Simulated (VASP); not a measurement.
# Au (Fm-3m) in VASP: a series of runs, part 2 of 2

VASP 6.6.1. The steps go on from the part before.

## Step 3: Single point, r2SCAN0, non-collinear spin, zero start, spin-orbit coupling

This run uses another cell than the first one, of 16.85 Å³/atom.

POSCAR

```
Au
1.0
    0.0000000000      2.0350000000      2.0350000000
    2.0350000000      0.0000000000      2.0350000000
    2.0350000000      2.0350000000      0.0000000000
Au
1
Direct
    0.0000000000      0.0000000000      0.0000000000
```

INCAR.step1

```
SYSTEM = Au
PREC = Accurate
ENCUT = 520
EDIFF = 1E-5
ISMEAR = -1
SIGMA = 0.05
LREAL = .FALSE.
LASPH = .TRUE.
NELM = 150
ALGO = Normal
ISIF = 2
LWAVE = .TRUE.
LCHARG = .FALSE.
LNONCOLLINEAR = .TRUE.
MAGMOM = 0 0 0
LORBIT = 11
LSORBIT = .TRUE.
GGA_COMPAT = .FALSE.
LORBMOM = .TRUE.
LMAXMIX = 4
NBANDS = 22
GGA = PE
```

INCAR.step2

```
SYSTEM = Au
PREC = Accurate
ENCUT = 520
EDIFF = 1E-6
ISMEAR = -1
SIGMA = 0.05
LREAL = .FALSE.
LASPH = .TRUE.
NELM = 150
ALGO = Normal
ISIF = 2
LWAVE = .FALSE.
LCHARG = .FALSE.
LNONCOLLINEAR = .TRUE.
MAGMOM = 0 0 0
LORBIT = 11
LSORBIT = .TRUE.
GGA_COMPAT = .FALSE.
LORBMOM = .TRUE.
LMAXMIX = 4
METAGGA = R2SCAN
LHFCALC = .TRUE.
AEXX = 0.25
LMIXTAU = .TRUE.
PRECFOCK = Normal
NBANDS = 22
ISTART = 1
```

KPOINTS

```
regular mesh
0
G
  6 6 6
  0 0 0
```

Potentials or basis: VASP PAW PBE potentials, release 64 (Au).

Run with:

```sh
$ cat potpaw_PBE.64/Au/POTCAR > POTCAR
$ cp INCAR.step1 INCAR
$ mpirun -np 1 vasp_ncl > vasp.out
$ cp INCAR.step2 INCAR
$ mpirun -np 1 vasp_ncl > vasp.out
```

OUTCAR:

```text
SYSTEM = Au
   PREC = Accurate
   ENCUT = 520
   EDIFF = 1E-6
   ISMEAR = -1
   LREAL = .FALSE.
   LASPH = .TRUE.
   NELM = 150
   ISIF = 2
   LNONCOLLINEAR = .TRUE.
   LORBIT = 11
   LSORBIT = .TRUE.
   METAGGA = R2SCAN
   LHFCALC = .TRUE.
   AEXX = 0.25
   PRECFOCK = Normal
   ISTART = 1

 ion  position               nearest neighbor table
   1  0.000  0.000  0.000-

  LATTYP: Found a face centered cubic cell.
 ALAT       =     4.0700000000

  Lattice vectors:

 A1 = (   0.0000000000,   2.0350000000,   2.0350000000)
 A2 = (   2.0350000000,   0.0000000000,   2.0350000000)
 A3 = (   2.0350000000,   2.0350000000,   0.0000000000)

Analysis of symmetry for initial positions (statically):
=====================================================================
 Subroutine PRICEL returns:
 Original cell was already a primitive cell.

 Routine SETGRP: Setting up the symmetry group for a
 face centered cubic supercell.

 Subroutine GETGRP returns: Found 48 space group operations
 (whereof 48 operations were pure point group operations)
 out of a pool of 48 trial point group operations.

The static configuration has the point symmetry O_h .

Analysis of symmetry for dynamics (positions and initial velocities):
=====================================================================
 Subroutine PRICEL returns:
 Original cell was already a primitive cell.

 Routine SETGRP: Setting up the symmetry group for a
 face centered cubic supercell.

 Subroutine GETGRP returns: Found 48 space group operations
 (whereof 48 operations were pure point group operations)
 out of a pool of 48 trial point group operations.

The dynamic configuration has the point symmetry O_h .

Analysis of structural, dynamic, and magnetic symmetry:
=====================================================================
 Subroutine PRICEL returns:
 Original cell was already a primitive cell.

 Routine SETGRP: Setting up the symmetry group for a
 face centered cubic supercell.

 Subroutine GETGRP returns: Found 48 space group operations
 (whereof 48 operations were pure point group operations)
 out of a pool of 48 trial point group operations.

The overall configuration has the point symmetry O_h .

 Subroutine INISYM returns: Found 48 space group operations
 (whereof 48 operations are pure point group operations),
 and found     1 'primitive' translations

----------------------------------------------------------------------------------------

                                     Primitive cell

  volume of cell :      16.8548

  direct lattice vectors                    reciprocal lattice vectors
     0.000000000  2.035000000  2.035000000    -0.245700246  0.245700246  0.245700246
     2.035000000  0.000000000  2.035000000     0.245700246 -0.245700246  0.245700246
     2.035000000  2.035000000  0.000000000     0.245700246  0.245700246 -0.245700246

  length of vectors
     2.877924599  2.877924599  2.877924599     0.425565309  0.425565309  0.425565309

  position of ions in fractional coordinates (direct lattice)
     0.000000000  0.000000000  0.000000000

[... 98 lines left out ...]
   AEXX    =    0.2500 exact exchange contribution
   HFSCREEN=    0.0000 screening length (either q_TF or 0.3 A-1)
   HFSCREENC=   0.0000 screening length for correlation (either q_TF or 0.3 A-1)
   ENCUTFOCK=  -1.0 apply spherical cutoff to Coloumb kernel
   IVDW    =     0    specifies the selected vdW correction
   LEPSILON=     F    determine dielectric tensor
   LRPA    =     F    only Hartree local field effects (RPA)
  energy-cutoff  :      520.00
  volume of cell :       16.85
 maximum number of plane-waves:       928
 NGX is ok and might be reduce to    24
  NGX = 18; NGY = 18; NGZ = 18

 number of electron      10.9999999 magnetization       0.0000001      0.0000001      0.0000002

 number of electron      10.9999999 magnetization      -0.0000001     -0.0000001     -0.0000001

 number of electron      10.9999999 magnetization      -0.0000329     -0.0000329      0.0000679

 Free energy of the ion-electron system (eV)
  ---------------------------------------------------
  ext. energy  EPLUGINS =         0.00000000
  ---------------------------------------------------
  free energy    TOTEN  =       -39.70038057 eV

  energy without entropy =      -39.69302934  energy(sigma->0) =      -39.69670495

 E-fermi :   9.0549     XC(G=0): -10.5980

 val. band max:        9.0304556356   @ k =   0.5000   0.3333   0.1667
 cond. band min:      10.3219254047   @ k =   0.5000   0.1667   0.0000
 fundamental gap:      1.2914697691
 Fermi energy:         9.0549282550

 k-point     1 :       0.0000    0.0000    0.0000
  band No.  band energies     occupation
      1      -2.2817      1.00000
      2      -2.2816      1.00000
      3       2.1374      1.00000
      4       2.1374      1.00000
      5       2.1375      1.00000
      6       2.1375      1.00000
[... 389 lines left out ...]
     21      33.5031      0.00000
     22      33.5032      0.00000

------------------------ aborting loop because EDIFF is reached ----------------------------------------

  FORCE on cell =-STRESS in cart. coord.  units (eV):
  Direction    XX          YY          ZZ          XY          YZ          ZX
  --------------------------------------------------------------------------------------
  -------------------------------------------------------------------------------------
  Total        0.6165556      0.6165556      0.6165556     -0.0000000      0.0000000      0.0000000
  in kB       58.6083587     58.6083587     58.6083587     -0.0000000      0.0000000      0.0000000
  external PRESSURE =      58.6083587 kB  Pullay stress =       0.0000000 kB

 VOLUME and BASIS-vectors are now :
 -----------------------------------------------------------------------------
  energy-cutoff  :      520.00
  volume of cell :       16.85
      direct lattice vectors                 reciprocal lattice vectors
     0.000000000  2.035000000  2.035000000    -0.245700246  0.245700246  0.245700246
     2.035000000  0.000000000  2.035000000     0.245700246 -0.245700246  0.245700246
     2.035000000  2.035000000  0.000000000     0.245700246  0.245700246 -0.245700246

 POSITION                                       TOTAL-FORCE (eV/Angst)
 -----------------------------------------------------------------------------------
      0.00000      0.00000      0.00000        -0.000000      0.000000      0.000000
 -----------------------------------------------------------------------------------
    total drift:                               -0.000000     -0.000000     -0.000000

  FREE ENERGIE OF THE ION-ELECTRON SYSTEM (eV)
  ---------------------------------------------------
  free  energy   TOTEN  =       -39.7003805719 eV

  energy  without entropy=      -39.6930293361  energy(sigma->0) =      -39.69670495

 orbital moment (x)

 # of ion     p       d       tot
 ----------------------------------------
  1        -0.000  -0.000  -0.000
 ----------------------------------------
           -0.000  -0.000  -0.000

 orbital moment (y)

 # of ion     p       d       tot
 ----------------------------------------
  1        -0.000  -0.000  -0.000
 ----------------------------------------
           -0.000  -0.000  -0.000

 orbital moment (z)

 # of ion     p       d       tot
 ----------------------------------------
  1        -0.000  -0.000  -0.000
 ----------------------------------------
           -0.000  -0.000  -0.000

 Spin-Orbit-Coupling matrix elements

 Ion:    1  E_soc:     -0.5387895
 l=   1
     0.0000000    -0.0221644    -0.0221644
    -0.0221644     0.0000000    -0.0221644
    -0.0221644    -0.0221644     0.0000000
 l=   2
     0.0000000    -0.0148351     0.0000000    -0.0148351    -0.0527988
    -0.0148351     0.0000000    -0.0395991    -0.0148351    -0.0131997
     0.0000000    -0.0395991     0.0000000    -0.0395991     0.0000000
    -0.0148351    -0.0148351    -0.0395991     0.0000000    -0.0131997
    -0.0527988    -0.0131997     0.0000000    -0.0131997     0.0000000
 l=   3
     0.0000000     0.0000000     0.0000000     0.0000000     0.0000000     0.0000000     0.0000000
     0.0000000     0.0000000     0.0000000     0.0000000     0.0000000     0.0000000     0.0000000
     0.0000000     0.0000000     0.0000000     0.0000000     0.0000000     0.0000000     0.0000000
     0.0000000     0.0000000     0.0000000     0.0000000     0.0000000     0.0000000     0.0000000
     0.0000000     0.0000000     0.0000000     0.0000000     0.0000000     0.0000000     0.0000000
     0.0000000     0.0000000     0.0000000     0.0000000     0.0000000     0.0000000     0.0000000
     0.0000000     0.0000000     0.0000000     0.0000000     0.0000000     0.0000000     0.0000000

 total charge

# of ion       s       p       d       tot
------------------------------------------
    1        0.552   0.346   8.847   9.745

 magnetization (x)

# of ion       s       p       d       tot
------------------------------------------
    1        0.000   0.000  -0.000  -0.000

 magnetization (y)

# of ion       s       p       d       tot
------------------------------------------
    1       -0.000  -0.000   0.000   0.000

 magnetization (z)

# of ion       s       p       d       tot
------------------------------------------
    1        0.000   0.000  -0.000   0.000
```

Run time: 73 min. Hardware: 1 thread of Intel Xeon Platinum 8375C at 2.90GHz (Ice Lake), shared host; peak memory 0.23 GiB.

Results:

```
Free energy                                           : -39.7004 eV
Pressure                                              : 5.9 GPa
Net moment                                            : 0.00 μB per cell
Valence electrons inside the program's atomic spheres : Au 9.74
```

Moments on the atoms (μB; x, y, z):
```
Au  0.00 0.00 0.00
```

Caveat: the k points lie up to 0.45 Å⁻¹ apart; the PAW data sets were made with another functional, which shifts forces and pressure a little.
